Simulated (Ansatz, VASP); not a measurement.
# HfC: VASP beside Ansatz

```xyz
4
Lattice="1.6340 0.9434 5.6219 -1.6340 0.9434 5.6219 0.0000 -1.8868 5.6219" Properties=species:S:1:pos:R:3 pbc="T T T"
Hf    0.0000    0.0000    0.0722
Hf    0.0000    0.0000   14.0024
C     0.0000    0.0000    9.8525
C     0.0000    0.0000    6.9935
```

Alike in both runs: functional PBE; k mesh 18 × 18 × 18; occupations gaussian, width 0.1 eV; no spin polarisation.

Ansatz relaxed the structure, and its values are those at the end. VASP's run is a single point on that final structure, the one shown.

```csv
,VASP,Ansatz
version,VASP 6.6.1,Ansatz 0.2.0
potentials or method,"VASP PAW PBE potentials, release 64 (Hf_pv, C), cutoff 520 eV","scalar-relativistic, plane waves, PAW"
valence electrons in the cell,28,60
```

|  | VASP | Ansatz | Ansatz less VASP |
| --- | --- | --- | --- |
| gap on the k mesh at the Fermi level (eV) | none | none | - |
| pressure (GPa) | -0.7 | 0.0 | +0.74 |
| rms of the force components (eV/Å) | 0.008 | 0.000 | -0.0078 |

A gap of «none» marks a metal or a gap that the smearing closes. VASP's potentials hold 28 valence electrons a cell and Ansatz's 60, so a difference there can come from the potentials and not from the codes.

Spin-orbit coupling is off throughout.
